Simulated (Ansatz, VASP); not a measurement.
Two plane-wave programs on SiW6

```
W Si
1.0
     4.46825    0.00000    0.00000
    -2.23413    3.86962    0.00000
     0.00000    0.00000   21.62591
W Si
6 1
Direct
  0.66667 0.33333 0.18496
  0.33333 0.66667 0.22714
  0.00000 0.00000 0.26931
  0.66667 0.33333 0.30851
  0.33333 0.66667 0.34830
  0.00000 0.00000 0.38500
  0.00000 0.22222 0.53759
```

Alike in both runs: task single point; functional PBE; dispersion D3(BJ); k mesh 6 × 6 × 1; occupations gaussian, width 0.1 eV; no spin polarisation.

|  | VASP | Ansatz |
| --- | --- | --- |
| version | VASP 6.6.1 | Ansatz 0.2.0 |
| potentials or method | VASP PAW PBE potentials, release 64 (W_sv, Si), cutoff 520 eV | scalar-relativistic, plane waves, PAW |
| valence electrons in the cell | 88 | 88 |

|  | VASP | Ansatz | Ansatz less VASP |
| --- | --- | --- | --- |
| gap on the k mesh at the Fermi level (eV) | none | none | - |
| rms of the force components (eV/Å) | 0.843 | 0.833 | -0.0096 |

Atom by atom the forces differ by 0.021 eV/Å (rms over components). A gap of «none» marks a metal or a gap that the smearing closes. Ansatz's warnings: dispersion switch in reach, vacuum below fermi.

Neither program's run includes spin-orbit coupling.
